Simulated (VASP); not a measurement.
## SrTiO3: electric field gradients with PBE

Crystal: SrTiO3.

```
Sr Ti O
1.0
     3.90500    0.00000    0.00000
     0.00000    3.90500    0.00000
     0.00000    0.00000    3.86595
Sr Ti O
1 1 3
Direct
  0.00000 0.00000 0.00000
  0.50000 0.50000 0.50000
  0.00000 0.50000 0.50000
  0.50000 0.00000 0.50000
  0.50000 0.50000 0.00000
```

This cell differs from its parent crystal: zz strain of -1 %.

```yaml
Program: VASP 6.6.1
Task: electric field gradients
Functional: PBE
Potentials_or_basis: VASP PAW PBE potentials, release 64 (Sr_sv, Ti_sv, O)
Cutoff: 520 eV
k_mesh: 7 × 7 × 7
Occupations: fermi-dirac, width 0.05 eV
Spin: no spin polarisation
Dipole_correction: no
Further_INCAR_settings: ALGO = Normal; EDIFF = 1e-08; NBANDS = 28
```

```
Pressure               : 7.0 GPa
Band gap on the k mesh : 1.93 eV, indirect (least direct gap 2.21 eV)
```

Stress tensor (GPa, compression positive):
```
6.10 0.00 0.00
0.00 6.10 0.00
0.00 0.00 8.70
```

Levels at points of the mesh, in eV from the valence-band top:
```tsv
k point	band 17	band 18	band 19	band 20	band 21	band 22	band 23	band 24
(0.00, 0.00, 0.00)	-1.10	-0.29	-0.29	-0.28	1.93	1.95	1.95	4.40
```

Electric field gradients, principal values (V/Å²):
| atom | least | middle | greatest (by size) |
| --- | --- | --- | --- |
| 1 Sr | 0.618 | 0.618 | -1.236 |
| 2 Ti | 5.087 | 5.087 | -10.174 |
| 3 O | -4.216 | -7.668 | 11.884 |
| 4 O | -4.216 | -7.668 | 11.884 |
| 5 O | -3.705 | -3.705 | 7.410 |

Wall time 92 s on 1 thread of Intel Xeon 6975P-C (shared host), peak memory 0.21 GiB.

Caveat: the cell differs from its parent crystal (zz strain of -1 %); without QUAD_EFG the Cq values of the log hold for a quadrupole moment of 1 mb, not for the nuclei. A k mesh can miss the band edges.
